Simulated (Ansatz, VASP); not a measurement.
## One calculation of Yb, two programs

```
Yb
1.0
     0.00000    2.55843    2.55843
     2.55843    0.00000    2.55843
     2.55843    2.55843    0.00000
Yb
1
Direct
  0.00000 0.00000 0.00000
```

Change from the starting cell: volume scaled by 0.9405, PAW files.

Alike in both runs: task electric field gradients; functional PBE; k mesh 13 × 13 × 13; occupations fermi-dirac, width 0.05 eV; no spin polarisation.

```csv
,VASP,Ansatz
version,VASP 6.6.1,Ansatz 0.2.0
potentials or method,"VASP PAW PBE potentials, release 64 (Yb)","PAW with Ansatz's default frozen-core files, scalar-relativistic"
plane-wave cutoff (eV),520,420
valence electrons in the cell,24,24
```

VASP gave:

| Property | Result |
| --- | --- |
| pressure (GPa) | 1.1 |

**Question.** Which values does Ansatz return?

**Answer.** Pressure (GPa): 1.3.

With one functional, cell and mesh, what is left measures potentials, basis and numerics.

Spin-orbit coupling is off throughout.
